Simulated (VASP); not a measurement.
# Rb (Pm-3m) in VASP: further runs

Runs on Rb. Level: PBEsol. Tasks: single point, relaxation of cell and atoms.

Everything below comes from runs of VASP 6.6.1. Logs are shortened: lines on timing, memory, paths and dates and some standing lists are left out, and cuts for length are marked.

## (1) The cell of the first run

It takes space group Pm-3m (No. 221, cubic). The conventional cell has a = 4.723 Å, b = 4.723 Å, c = 4.723 Å, α = 90.00°, β = 90.00°, γ = 90.00°.

## (2) Single point, PBEsol (volume scaled by 1.12)

Contents of INCAR:

```
PREC     = Accurate       # precision mode
ENCUT    = 520            # plane-wave cutoff, eV
EDIFF    = 1E-6           # SCF threshold, eV
ISMEAR   = -1             # smearing method
SIGMA    = 0.1            # smearing width, eV
LREAL    = False          # projectors in reciprocal space
LASPH    = True           # aspherical terms in the spheres
NELM     = 100            # most SCF steps
ALGO     = Normal         # electronic algorithm
ISIF     = 2              # what is computed and relaxed
LWAVE    = False          # write WAVECAR
LCHARG   = False          # write CHGCAR
GGA      = PS             # functional
NBANDS   = 10             # bands
```

Contents of KPOINTS:

```
Automatic mesh
0
Gamma
  8 8 8
```

Contents of POSCAR:

```
Rb
1.0
    4.7230996102      0.0000000000      0.0000000000
    0.0000000000      4.7230996102      0.0000000000
    0.0000000000      0.0000000000      4.7230996102
Rb
1
Direct
    0.0000000000      0.0000000000      0.0000000000
```

Potentials or basis: VASP PAW PBE potentials, release 64 (Rb_sv).

Started as:

```sh
$ cat potpaw_PBE.64/Rb_sv/POTCAR > POTCAR
$ mpirun -np 1 vasp_std > vasp.out
```

OUTCAR:

```text
PREC = Accurate
   ENCUT = 520
   EDIFF = 1E-6
   ISMEAR = -1
   LREAL = False
   LASPH = True
   NELM = 100
   ISIF = 2
   GGA = PS

 ion  position               nearest neighbor table
   1  0.000  0.000  0.000-

  LATTYP: Found a simple cubic cell.
 ALAT       =     4.7230996102

  Lattice vectors:

 A1 = (   4.7230996102,   0.0000000000,   0.0000000000)
 A2 = (   0.0000000000,   4.7230996102,   0.0000000000)
 A3 = (   0.0000000000,   0.0000000000,   4.7230996102)

Analysis of symmetry for initial positions (statically):
=====================================================================
 Subroutine PRICEL returns:
 Original cell was already a primitive cell.

 Routine SETGRP: Setting up the symmetry group for a
 simple cubic supercell.

 Subroutine GETGRP returns: Found 48 space group operations
 (whereof 48 operations were pure point group operations)
 out of a pool of 48 trial point group operations.

The static configuration has the point symmetry O_h .

Analysis of symmetry for dynamics (positions and initial velocities):
=====================================================================
 Subroutine PRICEL returns:
 Original cell was already a primitive cell.

 Routine SETGRP: Setting up the symmetry group for a
 simple cubic supercell.

 Subroutine GETGRP returns: Found 48 space group operations
 (whereof 48 operations were pure point group operations)
 out of a pool of 48 trial point group operations.

The dynamic configuration has the point symmetry O_h .

 Subroutine INISYM returns: Found 48 space group operations
 (whereof 48 operations are pure point group operations),
 and found     1 'primitive' translations

----------------------------------------------------------------------------------------

                                     Primitive cell

  volume of cell :     105.3613

  direct lattice vectors                    reciprocal lattice vectors
     4.723099610  0.000000000  0.000000000     0.211725367  0.000000000  0.000000000
     0.000000000  4.723099610  0.000000000     0.000000000  0.211725367  0.000000000
     0.000000000  0.000000000  4.723099610     0.000000000  0.000000000  0.211725367

  length of vectors
     4.723099610  4.723099610  4.723099610     0.211725367  0.211725367  0.211725367

  position of ions in fractional coordinates (direct lattice)
     0.000000000  0.000000000  0.000000000

  ion indices of the primitive-cell ions
   primitive index   ion index
                 1           1

----------------------------------------------------------------------------------------

 KPOINTS: Automatic mesh

Automatic generation of k-mesh.
 Grid dimensions read from file:
 generate k-points for:    8    8    8

 Generating k-lattice:

  Cartesian coordinates                     Fractional coordinates (reciprocal lattice)
     0.026465671  0.000000000  0.000000000     0.125000000  0.000000000  0.000000000
     0.000000000  0.026465671  0.000000000     0.000000000  0.125000000  0.000000000
     0.000000000  0.000000000  0.026465671     0.000000000  0.000000000  0.125000000

  Length of vectors
     0.026465671  0.026465671  0.026465671

  Shift w.r.t. Gamma in fractional coordinates (k-lattice)
     0.000000000  0.000000000  0.000000000

 Subroutine IBZKPT returns following result:
 ===========================================

 Found     35 irreducible k-points:

 Following reciprocal coordinates:
            Coordinates               Weight
  0.000000  0.000000  0.000000      1.000000
  0.125000  0.000000  0.000000      6.000000
  0.250000  0.000000  0.000000      6.000000
  0.375000  0.000000  0.000000      6.000000
  0.500000  0.000000  0.000000      3.000000
  0.125000  0.125000  0.000000     12.000000
[... 16 lines left out ...]
  0.375000  0.375000  0.125000     24.000000
  0.500000  0.375000  0.125000     24.000000
 [... further k-points ...]
   k-points           NKPTS =     35   k-points in BZ     NKDIM =     35   number of bands    NBANDS=     10
   number of dos      NEDOS =    301   number of ions     NIONS =      1
   total plane-waves  NPLWV =  46656
   dimension x,y,z NGX =    36 NGY =   36 NGZ =   36
   dimension x,y,z NGXF=    72 NGYF=   72 NGZF=   72
   ions per type =               1
   NGX,Y,Z   is equivalent  to a cutoff of  12.67, 12.67, 12.67 a.u.
   NGXF,Y,Z  is equivalent  to a cutoff of  25.34, 25.34, 25.34 a.u.
 SYSTEM =  unknown system
   PREC   = accura    normal or accurate (medium, high low for compatibility)
   ISTART =      0    job   : 0-new  1-cont  2-samecut
   ICHARG =      2    charge: 1-file 2-atom 10-const
   ISPIN  =      1    spin polarized calculation?
   LNONCOLLINEAR =      F non collinear calculations
   LSORBIT =      F    spin-orbit coupling
   LASPH  =      T    aspherical Exc in radial PAW
   ENCUT  =  520.0 eV  38.22 Ry    6.18 a.u.   8.78  8.78  8.78*2*pi/ulx,y,z
   NELM   =    100;   NELMIN=  2; NELMDL= -5     # of ELM steps
   EDIFF  = 0.1E-05   stopping-criterion for ELM
   LREAL  =      F    real-space projection
   EDIFFG = 0.1E-04   stopping-criterion for IOM
   NSW    =      0    number of steps for IOM
   IBRION =     -1    ionic relax: 0-MD 1-quasi-New 2-CG
   NFREE  =      0    steps in history (QN), initial steepest desc. (CG)
   ISIF   =      2    stress and relaxation
   ISYM   =      2    0-nonsym 1-usesym 2-fastsym
   POTIM  = 0.5000    time-step for ionic-motion
   TEBEG  =    0.0;   TEEND  =   0.0 temperature during run
   PSTRESS=    0.0 pullay stress
   NELECT =       9.0000    total number of electrons
   NUPDOWN=      -1.0000    fix difference up-down
   EMIN   =  10.00;   EMAX   =-10.00  energy-range for DOS
   EFERMI =   0.00;   METHOD = LEGACY
   ISMEAR =    -1;   SIGMA  =   0.10  broadening in eV -4-tet -1-fermi 0-gaus
   EFERMI_NEDOS =   21; number of points for ismear=-14 and -15
   IALGO  =     38    algorithm
   IMIX   =      4    mixing-type and parameters
     AMIX     =   0.40;   BMIX     =  1.00
     AMIX_MAG =   1.60;   BMIX_MAG =  1.00
  volume/ion in A,a.u.               =     105.36       711.01
  Fermi-wavevector in a.u.,A,eV,Ry     =   0.720989  1.362471  7.072648  0.519825
  Thomas-Fermi vector in A             =   1.810582
   LORBIT       =      0    0 simple, 1 ext, 2 COOP (PROOUT), +10 PAW based schemes
   GGA     = PS    functional components
   LHFCALC =     F    Hartree Fock is set to
   AEXX    =    0.0000 exact exchange contribution
   IVDW    =     0    specifies the selected vdW correction
   LEPSILON=     F    determine dielectric tensor
   LRPA    =     F    only Hartree local field effects (RPA)
 non-spin polarized calculation
  energy-cutoff  :      520.00
  volume of cell :      105.36
 maximum number of plane-waves:      2897
 NGX is ok and might be reduce to    36
   NGX = 17   NGY = 17   NGZ = 17

 number of electron       9.0000000 magnetization

 Free energy of the ion-electron system (eV)
  ---------------------------------------------------
  ext. energy  EPLUGINS =         0.00000000
  ---------------------------------------------------
  free energy    TOTEN  =        -0.93257387 eV

  energy without entropy =       -0.90462634  energy(sigma->0) =       -0.91860011

 E-fermi :  -0.3376     XC(G=0):  -5.1602

 val. band max:       -0.3568032762   @ k =   0.5000   0.1250   0.0000
 cond. band min:      -0.2118462342   @ k =   0.5000   0.1250   0.1250
 fundamental gap:      0.1449570420
 Fermi energy:        -0.3375887551

 k-point     1 :       0.0000    0.0000    0.0000
  band No.  band energies     occupation
      1     -29.3952      2.00000
      2     -13.4390      2.00000
      3     -13.4390      2.00000
      4     -13.4390      2.00000
      5      -2.1216      2.00000
      6       1.9905      0.00000
      7       1.9905      0.00000
      8       5.1013      0.00000
      9       5.1013      0.00000
     10       5.1016      0.00000

 k-point     2 :       0.1250    0.0000    0.0000
  band No.  band energies     occupation
      1     -29.3947      2.00000
      2     -13.4533      2.00000
      3     -13.4378      2.00000
      4     -13.4378      2.00000
      5      -1.9930      2.00000
      6       1.8905      0.00000
      7       2.0544      0.00000
      8       4.6013      0.00000
      9       4.6013      0.00000
     10       4.6468      0.00000

 k-point     3 :       0.2500    0.0000    0.0000
  band No.  band energies     occupation
      1     -29.3935      2.00000
      2     -13.4874      2.00000
      3     -13.4350      2.00000
      4     -13.4350      2.00000
      5      -1.6220      1.99999
      6       1.4200      0.00000
      7       2.2268      0.00000
      8       4.1071      0.00000
      9       4.1071      0.00000
     10       4.5303      0.00000

 k-point     4 :       0.3750    0.0000    0.0000
  band No.  band energies     occupation
      1     -29.3924      2.00000
      2     -13.5210      2.00000
      3     -13.4321      2.00000
      4     -13.4321      2.00000
      5      -1.0507      1.99840
      6       0.6283      0.00013
      7       2.4350      0.00000
      8       3.7832      0.00000
      9       3.7832      0.00000
     10       5.1340      0.00000
[... 222 lines left out ...]
 k-point    22 :       0.5000    0.2500    0.1250
  band No.  band energies     occupation
      1     -29.3899      2.00000
      2     -13.5273      2.00000
      3     -13.4760      2.00000
      4     -13.4404      2.00000
      5       0.1981      0.00939
      6       0.2614      0.00500
      7       2.4857      0.00000
      8       2.6379      0.00000
      9       3.6921      0.00000
     10       4.0790      0.00000

 k-point    23 :       0.3750    0.3750    0.1250
  band No.  band energies     occupation
      1     -29.3892      2.00000
      2     -13.5104      2.00000
      3     -13.5093      2.00000
      4     -13.4387      2.00000
      5       0.0272      0.05078
      6       1.2156      0.00000
      7       1.6857      0.00000
      8       2.6311      0.00000
      9       3.6713      0.00000
     10       4.0285      0.00000

 k-point    24 :       0.5000    0.3750    0.1250
  band No.  band energies     occupation
      1     -29.3888      2.00000
      2     -13.5231      2.00000
      3     -13.5082      2.00000
      4     -13.4375      2.00000
      5       0.5034      0.00045
      6       0.8058      0.00002
      7       1.9051      0.00000
      8       2.2386      0.00000
      9       3.8815      0.00000
     10       3.9488      0.00000

 [... further k-points ...]

------------------------ aborting loop because EDIFF is reached ----------------------------------------

  FORCE on cell =-STRESS in cart. coord.  units (eV):
  Direction    XX          YY          ZZ          XY          YZ          ZX
  --------------------------------------------------------------------------------------
  -------------------------------------------------------------------------------------
  Total       -0.1420457     -0.1420457     -0.1420457      0.0000000      0.0000000     -0.0000000
  in kB       -2.1600173     -2.1600173     -2.1600173      0.0000000      0.0000000     -0.0000000
  external PRESSURE =      -2.1600173 kB  Pullay stress =       0.0000000 kB

 VOLUME and BASIS-vectors are now :
 -----------------------------------------------------------------------------
  energy-cutoff  :      520.00
  volume of cell :      105.36
      direct lattice vectors                 reciprocal lattice vectors
     4.723099610  0.000000000  0.000000000     0.211725367  0.000000000  0.000000000
     0.000000000  4.723099610  0.000000000     0.000000000  0.211725367  0.000000000
     0.000000000  0.000000000  4.723099610     0.000000000  0.000000000  0.211725367

 POSITION                                       TOTAL-FORCE (eV/Angst)
 -----------------------------------------------------------------------------------
      0.00000      0.00000      0.00000         0.000000      0.000000      0.000000
 -----------------------------------------------------------------------------------
    total drift:                                0.000000      0.000000     -0.000000

  FREE ENERGIE OF THE ION-ELECTRON SYSTEM (eV)
  ---------------------------------------------------
  free  energy   TOTEN  =        -0.9325738713 eV

  energy  without entropy=       -0.9046263431  energy(sigma->0) =       -0.91860011
```

Run time: 37 s. Hardware: 1 thread of Intel Xeon 8259CL, shared host; peak memory 0.2 GiB.

Results:

```yaml
Free_energy: -0.9326 eV
Pressure: -0.2 GPa
```

Caveat: the cell differs from its parent crystal (volume scaled by 1.12); the PAW data sets were made with another functional, which shifts forces and pressure a little.

## (3) Single point, PBEsol

This run uses another cell than the first one, of 94.07 Å³/atom, 0.893 times its volume.

Contents of INCAR:

```
SYSTEM = Rb
ALGO = Normal ; EDIFF = 1E-6
ENCUT = 520 ; GGA = PS
ISIF = 2 ; ISMEAR = -1
LASPH = .TRUE. ; LCHARG = .FALSE.
LREAL = .FALSE. ; LWAVE = .FALSE.
NBANDS = 10 ; NELM = 100
PREC = Accurate ; SIGMA = 0.1
```

Contents of KPOINTS:

```
k-points
0
G
  11 11 11
  0 0 0
```

Contents of POSCAR:

```
Rb
1.0
    4.5480067166      0.0000000000      0.0000000000
    0.0000000000      4.5480067166      0.0000000000
    0.0000000000      0.0000000000      4.5480067166
Rb
1
Direct
    0.0000000000      0.0000000000      0.0000000000
```

Potentials or basis: VASP PAW PBE potentials, release 64 (Rb_sv).

Started as:

```sh
$ cat potpaw_PBE.64/Rb_sv/POTCAR > POTCAR
$ mpirun -np 1 vasp_std > vasp.out
```

Run time: 54 s. Hardware: 1 thread of Intel Xeon 8259CL, shared host; peak memory 0.22 GiB.

The run converged. Its results:

| Item | Value |
| --- | --- |
| Free energy | -0.9402 eV |
| Pressure | 0.0 GPa |

Levels at points of the mesh, in eV from the Fermi level:
```tsv
k point	band 1	band 2	band 3	band 4	band 5	band 6	band 7	band 8	band 9	band 10
(0.00, 0.00, 0.00)	-29.02	-13.05	-13.05	-13.05	-1.93	2.33	2.33	5.86	5.86	5.86
```

Caveat: the PAW data sets were made with another functional, which shifts forces and pressure a little.

## (4) Relaxation of cell and atoms, PBEsol

This run uses another cell than the first one, of 94.07 Å³/atom, 0.893 times its volume.

Contents of INCAR:

```
SYSTEM = Rb
ALGO     = Normal         ! electronic algorithm
EDIFF    = 1E-7           ! SCF threshold, eV
EDIFFG   = -0.01          ! ionic threshold
ENCUT    = 600            ! plane-wave cutoff, eV
GGA      = PS             ! functional
IBRION   = 2              ! ionic algorithm
ISIF     = 3              ! what is computed and relaxed
ISMEAR   = -1             ! smearing method
LASPH    = .TRUE.         ! aspherical terms in the spheres
LCHARG   = .FALSE.        ! write CHGCAR
LREAL    = .FALSE.        ! projectors in reciprocal space
LWAVE    = .FALSE.        ! write WAVECAR
NELM     = 80             ! most SCF steps
NSW      = 80             ! ionic steps
PREC     = Accurate       ! precision mode
SIGMA    = 0.1            ! smearing width, eV
```

Contents of KPOINTS:

```
k-points
0
G
  7 7 7
  0 0 0
```

POSCAR is that of step 3.

Started as:

```sh
$ cat potpaw_PBE.64/Rb_sv/POTCAR > POTCAR
$ mpirun -np 1 vasp_std > vasp.out
```

It took 27 s on 1 thread of Intel Xeon 8259CL, shared host; peak memory 0.2 GiB.

Results (log left out):

```yaml
Free_energy: -0.9406 eV
Pressure_after_relaxing: 0.0 GPa
```

Final structure:
```yaml
crystal:
  lattice:
    - [4.54801, 0.00000, 0.00000]
    - [0.00000, 4.54801, 0.00000]
    - [0.00000, 0.00000, 4.54801]
  atoms:
    - { symbol: Rb, position: [0.00000, 0.00000, 0.00000] }
```

Levels at points of the mesh, in eV from the Fermi level:
| k point | band 2 | band 3 | band 4 | band 5 | band 6 | band 7 | band 8 |
| --- | --- | --- | --- | --- | --- | --- | --- |
| (0.00, 0.00, 0.00) | -13.04 | -13.04 | -13.04 | -1.93 | 2.33 | 2.33 | 5.86 |

Caveat: the relaxation stopped at its first step, so nothing moved; the PAW data sets were made with another functional, which shifts forces and pressure a little.

## (5) Summary

| task | cell | k mesh | cutoff (eV) | gap on the mesh (eV) | pressure (GPa) |
| --- | --- | --- | --- | --- | --- |
| single point | a = 4.723 Å, 1 atom | 8 × 8 × 8 | 520 | none | -0.2 |
| single point | a = 4.548 Å, 1 atom | 11 × 11 × 11 | 520 | none | 0.0 |
| relaxation of cell and atoms | relaxed from a = 4.548 Å, 1 atom | 7 × 7 × 7 | 600 | none | 0.0 |

Alike in all rows: level PBEsol; potentials or basis VASP PAW PBE potentials, release 64 (Rb_sv); no spin polarisation; smearing fermi-dirac 0.1 eV.

Caveats: the PAW data sets were made with another functional, which shifts forces and pressure a little; the relaxation stopped at its first step, so nothing moved (some runs).

Total energies depend on the potentials used, so only differences within one code and one set of settings carry meaning.
